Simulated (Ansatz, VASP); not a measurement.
# BeZn3Te4: VASP beside Ansatz

File INCAR:

```
PREC = Accurate
ENCUT = 520
EDIFF = 1E-7
ISMEAR = 0
SIGMA = 0.1
LREAL = False
LASPH = True
NELM = 100
ALGO = Normal
ISIF = 2
LWAVE = False
LCHARG = False
GGA = PE
NBANDS = 41
```

File KPOINTS:

```
regular mesh
0
Gamma
  4 4 2
```

The input POSCAR:

```
BeZn3Te4
1.0
    4.2697298000      0.0000000000      0.0000000000
    0.0000000000      4.2697298000      0.0000000000
    0.0000000000      0.0000000000     12.1619625000
Be Zn Te
1 3 4
Direct
    0.5000000000      0.5000000000      0.5000000000
    0.0000000000      0.0000000000      0.7401570000
    0.0000000000      0.0000000000      0.2598430000
    0.5000000000      0.5000000000      0.0000000000
    0.5000000000      0.0000000000      0.6091440000
    0.0000000000      0.5000000000      0.3908560000
    0.5000000000      0.0000000000      0.1299920000
    0.0000000000      0.5000000000      0.8700080000
```

Input for Ansatz:

```yaml
crystal:
  lattice:
    - [4.2697298, 0.0, 0.0]
    - [0.0, 4.2697298, 0.0]
    - [0.0, 0.0, 12.1619625]
  atoms:
    - { symbol: Be, position: [0.5, 0.5, 0.5] }
    - { symbol: Zn, position: [0.0, 0.0, 0.740157] }
    - { symbol: Zn, position: [0.0, 0.0, 0.259843] }
    - { symbol: Zn, position: [0.5, 0.5, 0.0] }
    - { symbol: Te, position: [0.5, 0.0, 0.609144] }
    - { symbol: Te, position: [0.0, 0.5, 0.390856] }
    - { symbol: Te, position: [0.5, 0.0, 0.129992] }
    - { symbol: Te, position: [0.0, 0.5, 0.870008] }
basis:
  ecutwfc: 420
kpoints:
  mp_grid: { grid: [4, 4, 2] }
hamiltonian:
  xc: pbe
scf:
  occupations: { method: gaussian, width: 0.1 }
  lower_state_search: "off"
output:
  forces: true
  stress: true
  eigenvalues: true
```

Alike in both runs: task single point; functional PBE; k mesh 4 × 4 × 2; occupations gaussian, width 0.1 eV; no spin polarisation.

```csv
,VASP,Ansatz
version,VASP 6.6.1,Ansatz 0.2.0
potentials or method,"VASP PAW PBE potentials, release 64 (Be, Zn, Te), cutoff 520 eV","scalar-relativistic, plane waves, PAW"
valence electrons in the cell,62,102
```

Ansatz gave:

```
gap on the k mesh at the Fermi level (eV)                     : 1.51
least direct gap on the mesh (eV)                             : 1.51
pressure (GPa)                                                : 0.1
traceless stress, the component that is largest in VASP (GPa) : -0.25
rms of the force components (eV/Å)                            : 0.005
```

Estimate VASP's values.

gap on the k mesh at the Fermi level (eV): 1.51; least direct gap on the mesh (eV): 1.51; pressure (GPa): 0.2; traceless stress, the component that is largest in VASP (GPa): -0.25; rms of the force components (eV/Å): 0.005.

Atom by atom the forces differ by 0.001 eV/Å (rms over components). VASP's potentials hold 62 valence electrons a cell and Ansatz's 102, so a difference there can come from the potentials and not from the codes.

Neither program's run includes spin-orbit coupling.
